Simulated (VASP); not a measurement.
# TaN (Pm) in VASP: single point with LDA

Aim: the single point of TaN with LDA.

All numbers are computed with VASP 6.6.1; they aren't measurements. Logs are shortened: lines on timing, memory, paths and dates and some standing lists are left out, and cuts for length are marked.

### Step 1. The cell of the first run

It takes space group Pm (No. 6, monoclinic). Conventional cell: a = 2.907 Å, b = 2.851 Å, c = 12.278 Å, α = 90.00°, β = 92.26°, γ = 90.00°. Ta (site symmetry m) has 4 N at 2.20 Å and 6 Ta at 2.85 to 2.91 Å within 3.0 Å. Ta (site symmetry m) has 6 N at 2.20 Å and 6 Ta at 2.85 to 2.91 Å within 3.0 Å. Within 3.0 Å of Ta (site symmetry m) lie 6 N at 2.20 Å and 8 Ta at 2.85 to 2.91 Å. Within 3.0 Å of Ta (site symmetry m) lie 6 N at 2.20 Å and 8 Ta at 2.85 to 2.91 Å. Within 3.0 Å of N (site symmetry m) lie 6 Ta at 2.20 Å and 6 N at 2.85 to 2.91 Å. Within 3.0 Å of N (site symmetry m) lie 4 Ta at 2.20 Å and 6 N at 2.85 to 2.91 Å. N (site symmetry m) has 6 Ta at 2.20 Å and 8 N at 2.85 to 2.91 Å within 3.0 Å. N (site symmetry m) has 6 Ta at 2.20 Å and 8 N at 2.85 to 2.91 Å within 3.0 Å.

### Step 2. Single point, LDA

The input, INCAR:

```
SYSTEM = TaN
  PREC = Accurate
  ENCUT = 520
  EDIFF = 1E-6
  ISMEAR = 0
  SIGMA = 0.15
  LREAL = .False.
  LASPH = .True.
  NELM = 80
  ALGO = Fast
  ISIF = 2
  LWAVE = .False.
  LCHARG = .True.
  GGA = CA
  LELF = .True.
  LVHAR = .True.
  NBANDS = 42
```

The input, KPOINTS:

```
regular mesh
0
Gamma
  15 15 5
  0 0 0
```

The input, POSCAR:

```
TaN
1.0
    1.4532781440     -2.5171515829      0.0000000000
    0.0000000000      0.0000000000     -2.8514389807
   10.8671377762      5.7147779019      0.0000000000
Ta N
4 4
Direct
    0.3746159729      0.5000000000      0.7523041627
   -0.0227989610      0.5000000000      0.1367937661
    0.4430060169      0.5000000000      0.3419638983
   -0.0911890051      0.5000000000      0.5471340305
   -0.1139856864      0.0000000000      0.6839141187
    0.4885993797      0.0000000000      0.0684037221
   -0.0455956424      0.0000000000      0.2735738543
    0.4202093356      0.0000000000      0.4787439865
```

Potentials or basis: VASP PAW LDA potentials, release 64 (Ta_pv, N).

Launch:

```
$ cat potpaw_LDA.64/Ta_pv/POTCAR potpaw_LDA.64/N/POTCAR > POTCAR
$ mpirun -np 1 vasp_std > vasp.out
```

OUTCAR:

```text
SYSTEM = TaN
   PREC = Accurate
   ENCUT = 520
   EDIFF = 1E-6
   ISMEAR = 0
   LREAL = .False.
   LASPH = .True.
   NELM = 80
   ISIF = 2
   GGA = CA

 ion  position               nearest neighbor table
   1  0.375  0.500  0.752-   5 2.20   5 2.20   5 2.20   5 2.20   4 2.91   4 2.91
   2  0.977  0.500  0.137-   6 2.20   6 2.20   6 2.20   6 2.20   7 2.20   7 2.20   3 2.91   3 2.91

   3  0.443  0.500  0.342-   7 2.20   7 2.20   7 2.20   7 2.20   8 2.20   8 2.20   2 2.91   4 2.91
                             4 2.91   2 2.91
   4  0.909  0.500  0.547-   8 2.20   8 2.20   8 2.20   8 2.20   5 2.20   5 2.20   3 2.91   1 2.91
                             3 2.91   1 2.91
   5  0.886  0.000  0.684-   1 2.20   1 2.20   1 2.20   1 2.20   4 2.20   4 2.20
   6  0.489  0.000  0.068-   2 2.20   2 2.20   2 2.20   2 2.20
   7  0.954  0.000  0.274-   3 2.20   3 2.20   3 2.20   3 2.20   2 2.20   2 2.20
   8  0.420  0.000  0.479-   4 2.20   4 2.20   4 2.20   4 2.20   3 2.20   3 2.20

  LATTYP: Found a simple monoclinic cell.
 ALAT       =     2.9065562880
 B/A-ratio  =     0.9810369035
 C/A-ratio  =     4.2243002282
 COS(beta)  =    -0.0394542664

  Lattice vectors:

 A1 = (   1.4532781440,  -2.5171515829,   0.0000000000)
 A2 = (   0.0000000000,   0.0000000000,   2.8514389807)
 A3 = ( -10.8671377762,  -5.7147779019,   0.0000000000)

Analysis of symmetry for initial positions (statically):
=====================================================================
 Subroutine PRICEL returns:
 Original cell was already a primitive cell.

 Routine SETGRP: Setting up the symmetry group for a
 simple monoclinic supercell.

 Subroutine GETGRP returns: Found  2 space group operations
 (whereof  2 operations were pure point group operations)
 out of a pool of  4 trial point group operations.

The static configuration has the point symmetry C_1h.

Analysis of symmetry for dynamics (positions and initial velocities):
=====================================================================
 Subroutine PRICEL returns:
 Original cell was already a primitive cell.

 Routine SETGRP: Setting up the symmetry group for a
 simple monoclinic supercell.

 Subroutine GETGRP returns: Found  2 space group operations
 (whereof  2 operations were pure point group operations)
 out of a pool of  4 trial point group operations.

The dynamic configuration has the point symmetry C_1h.

 Subroutine INISYM returns: Found  2 space group operations
 (whereof  2 operations are pure point group operations),
 and found     1 'primitive' translations

----------------------------------------------------------------------------------------

                                     Primitive cell

  volume of cell :     101.6806

  direct lattice vectors                    reciprocal lattice vectors
     1.453278144 -2.517151583  0.000000000     0.160260092 -0.304748239  0.000000000
     0.000000000  0.000000000 -2.851438981     0.000000000  0.000000000 -0.350700123
    10.867137776  5.714777902  0.000000000     0.070588735  0.040754425  0.000000000

  length of vectors
     2.906556288  2.851438981 12.278166391     0.344317856  0.350700123  0.081508851

  position of ions in fractional coordinates (direct lattice)
     0.374615973  0.500000000  0.752304163
     0.977201039  0.500000000  0.136793766
     0.443006017  0.500000000  0.341963898
     0.908810995  0.500000000  0.547134030
     0.886014314  0.000000000  0.683914119
     0.488599380  0.000000000  0.068403722
     0.954404358  0.000000000  0.273573854
     0.420209336  0.000000000  0.478743986

  ion indices of the primitive-cell ions
   primitive index   ion index
                 1           1
                 2           2
                 3           3
                 4           4
                 5           5
                 6           6
                 7           7
                 8           8

----------------------------------------------------------------------------------------

 KPOINTS: regular mesh

Automatic generation of k-mesh.
 Grid dimensions read from file:
 generate k-points for:   15   15    5

 Generating k-lattice:

  Cartesian coordinates                     Fractional coordinates (reciprocal lattice)
     0.010684006 -0.020316549  0.000000000     0.066666667  0.000000000  0.000000000
     0.000000000  0.000000000 -0.023380008     0.000000000  0.066666667  0.000000000
     0.014117747  0.008150885  0.000000000    -0.000000000  0.000000000  0.200000000

  Length of vectors
     0.022954524  0.023380008  0.016301770

  Shift w.r.t. Gamma in fractional coordinates (k-lattice)
     0.000000000  0.000000000  0.000000000

 Subroutine IBZKPT returns following result:
 ===========================================

 Found    304 irreducible k-points:

 Following reciprocal coordinates:
            Coordinates               Weight
  0.000000  0.000000  0.000000      1.000000
  0.066667  0.000000  0.000000      2.000000
  0.133333  0.000000  0.000000      2.000000
  0.200000  0.000000  0.000000      2.000000
  0.266667  0.000000  0.000000      2.000000
  0.333333  0.000000  0.000000      2.000000
[... 16 lines left out ...]
  0.400000  0.133333  0.000000      4.000000
  0.466667  0.133333  0.000000      4.000000
 [... further k-points ...]
   k-points           NKPTS =    304   k-points in BZ     NKDIM =    304   number of bands    NBANDS=     42
   number of dos      NEDOS =    301   number of ions     NIONS =      8
   total plane-waves  NPLWV =  55296
   dimension x,y,z NGX =    24 NGY =   24 NGZ =   96
   dimension x,y,z NGXF=    48 NGYF=   48 NGZF=  192
   ions per type =               4   4
   NGX,Y,Z   is equivalent  to a cutoff of  13.73, 13.99, 13.00 a.u.
   NGXF,Y,Z  is equivalent  to a cutoff of  27.45, 27.99, 26.00 a.u.
 SYSTEM =  TaN
   PREC   = accura    normal or accurate (medium, high low for compatibility)
   ISTART =      0    job   : 0-new  1-cont  2-samecut
   ICHARG =      2    charge: 1-file 2-atom 10-const
   ISPIN  =      1    spin polarized calculation?
   LNONCOLLINEAR =      F non collinear calculations
   LSORBIT =      F    spin-orbit coupling
   LASPH  =      T    aspherical Exc in radial PAW
   ENCUT  =  520.0 eV  38.22 Ry    6.18 a.u.   5.40  5.30 22.83*2*pi/ulx,y,z
   NELM   =     80;   NELMIN=  2; NELMDL= -5     # of ELM steps
   EDIFF  = 0.1E-05   stopping-criterion for ELM
   LREAL  =      F    real-space projection
   EDIFFG = 0.1E-04   stopping-criterion for IOM
   NSW    =      0    number of steps for IOM
   IBRION =     -1    ionic relax: 0-MD 1-quasi-New 2-CG
   NFREE  =      0    steps in history (QN), initial steepest desc. (CG)
   ISIF   =      2    stress and relaxation
   ISYM   =      2    0-nonsym 1-usesym 2-fastsym
   POTIM  = 0.5000    time-step for ionic-motion
   TEBEG  =    0.0;   TEEND  =   0.0 temperature during run
   PSTRESS=    0.0 pullay stress
   NELECT =      64.0000    total number of electrons
   NUPDOWN=      -1.0000    fix difference up-down
   EMIN   =  10.00;   EMAX   =-10.00  energy-range for DOS
   EFERMI =   0.00;   METHOD = LEGACY
   ISMEAR =     0;   SIGMA  =   0.15  broadening in eV -4-tet -1-fermi 0-gaus
   EFERMI_NEDOS =   21; number of points for ismear=-14 and -15
   IALGO  =     68    algorithm
   IMIX   =      4    mixing-type and parameters
     AMIX     =   0.40;   BMIX     =  1.00
     AMIX_MAG =   1.60;   BMIX_MAG =  1.00
  volume/ion in A,a.u.               =      12.71        85.77
  Fermi-wavevector in a.u.,A,eV,Ry     =   1.402993  2.651272 26.781559  1.968389
  Thomas-Fermi vector in A             =   2.525699
   LORBIT       =      0    0 simple, 1 ext, 2 COOP (PROOUT), +10 PAW based schemes
   GGA     = CA    functional components
   LHFCALC =     F    Hartree Fock is set to
   AEXX    =    0.0000 exact exchange contribution
   IVDW    =     0    specifies the selected vdW correction
   LEPSILON=     F    determine dielectric tensor
   LRPA    =     F    only Hartree local field effects (RPA)
 non-spin polarized calculation
 RMM-DIIS sequential band-by-band and
 Gauss-broadening in eV      SIGMA  =   0.15
  energy-cutoff  :      520.00
  volume of cell :      101.68
 maximum number of plane-waves:      2769
 NGX is ok and might be reduce to    24
   NGX = 11   NGY = 11   NGZ = 45

 number of electron      63.9999994 magnetization

 Free energy of the ion-electron system (eV)
  ---------------------------------------------------
  ext. energy  EPLUGINS =         0.00000000
  ---------------------------------------------------
  free energy    TOTEN  =       -95.29166988 eV

  energy without entropy =      -95.25568337  energy(sigma->0) =      -95.27367663

 E-fermi :   5.7180     XC(G=0): -12.3140

 val. band max:        5.7159946827   @ k =  -0.4000   0.2667   0.4000
 cond. band min:       5.7188563019   @ k =   0.4667   0.2000   0.4000
 fundamental gap:      0.0028616192
 Fermi energy:         5.7179950012

 k-point     1 :       0.0000    0.0000    0.0000
  band No.  band energies     occupation
      1     -29.3847      2.00000
      2     -29.0660      2.00000
      3     -28.7476      2.00000
      4     -28.7288      2.00000
      5     -28.6461      2.00000
      6     -28.5496      2.00000
[... 34 lines left out ...]
     41      10.1847      0.00000
     42      10.6839      0.00000

 k-point     2 :       0.0667    0.0000    0.0000
  band No.  band energies     occupation
      1     -29.3741      2.00000
      2     -29.0644      2.00000
      3     -28.7874      2.00000
      4     -28.7312      2.00000
      5     -28.6417      2.00000
      6     -28.5829      2.00000
[... 34 lines left out ...]
     41      10.0566      0.00000
     42      10.3000      0.00000

 k-point     3 :       0.1333    0.0000    0.0000
  band No.  band energies     occupation
      1     -29.3456      2.00000
      2     -29.0655      2.00000
      3     -28.8819      2.00000
      4     -28.7660      2.00000
      5     -28.6601      2.00000
      6     -28.6293      2.00000
[... 897 lines left out ...]
      4     -28.9569      2.00000
      5     -28.8630      2.00000
      6     -28.7457      2.00000
[... 34 lines left out ...]
     41       9.7267      0.00000
     42      10.3649      0.00000

 k-point    24 :       0.4667    0.1333    0.0000
  band No.  band energies     occupation
      1     -29.5525      2.00000
      2     -29.4540      2.00000
      3     -29.2106      2.00000
      4     -28.9708      2.00000
      5     -28.8358      2.00000
      6     -28.7744      2.00000
[... 34 lines left out ...]
     41       9.9558      0.00000
     42      10.6399      0.00000

 [... further k-points ...]

------------------------ aborting loop because EDIFF is reached ----------------------------------------

  FORCE on cell =-STRESS in cart. coord.  units (eV):
  Direction    XX          YY          ZZ          XY          YZ          ZX
  --------------------------------------------------------------------------------------
  -------------------------------------------------------------------------------------
  Total       -2.8037996     -5.4964864     -6.0171853      2.5397348      0.0000000      0.0000000
  in kB      -44.1793689    -86.6079360    -94.8125697     40.0185094      0.0000000      0.0000000
  external PRESSURE =     -75.1999582 kB  Pullay stress =       0.0000000 kB

 VOLUME and BASIS-vectors are now :
 -----------------------------------------------------------------------------
  energy-cutoff  :      520.00
  volume of cell :      101.68
      direct lattice vectors                 reciprocal lattice vectors
     1.453278144 -2.517151583  0.000000000     0.160260092 -0.304748239  0.000000000
     0.000000000  0.000000000 -2.851438981     0.000000000  0.000000000 -0.350700123
    10.867137776  5.714777902  0.000000000     0.070588735  0.040754425  0.000000000

 POSITION                                       TOTAL-FORCE (eV/Angst)
 -----------------------------------------------------------------------------------
      8.71981      3.35629     -1.42572         0.190069      0.095513      0.000000
      2.90670     -1.67802     -1.42572        -2.935404     -1.723785      0.000000
      4.35998      0.83913     -1.42572         0.042201      0.034613      0.000000
      7.26654      0.83913     -1.42572         0.271693      0.159640      0.000000
      8.71981      1.67818      0.00000        -0.112904     -0.088567      0.000000
      1.45342     -0.83897      0.00000         2.436560      1.460089      0.000000
      4.35998     -0.83897      0.00000         0.014391      0.008923      0.000000
      5.81326      1.67818      0.00000         0.093394      0.053574      0.000000
 -----------------------------------------------------------------------------------
    total drift:                               -0.000721     -0.000373      0.000000

  FREE ENERGIE OF THE ION-ELECTRON SYSTEM (eV)
  ---------------------------------------------------
  free  energy   TOTEN  =       -95.2916698763 eV

  energy  without entropy=      -95.2556833739  energy(sigma->0) =      -95.27367663
```

Wall time 22 min (1 thread of Oxide Virtual Turin-like, shared host); peak memory 0.88 GiB.

Results:

```
Free energy            : -95.2917 eV
Pressure               : -7.5 GPa
Largest force          : 3.404 eV/Å
Band gap on the k mesh : zero (bands 32 and 33 overlap by 2.35 eV)
```

Forces in eV/Å, atoms in the order of the input:
```
Ta   0.190  0.096  0.000
Ta  -2.935 -1.724  0.000
Ta   0.042  0.035  0.000
Ta   0.272  0.160  0.000
N   -0.113 -0.089  0.000
N    2.437  1.460  0.000
N    0.014  0.009  0.000
N    0.093  0.054  0.000
```

Stress tensor (GPa, compression positive):
```
-4.42  4.00  0.00
 4.00 -8.66  0.00
 0.00  0.00 -9.48
```

Caveat: the cell stands under tension; spin-orbit coupling is left out, which moves the levels of the heavy elements; forces of over 1 eV/Å act on the atoms, so gaps and moduli don't describe the material at rest.
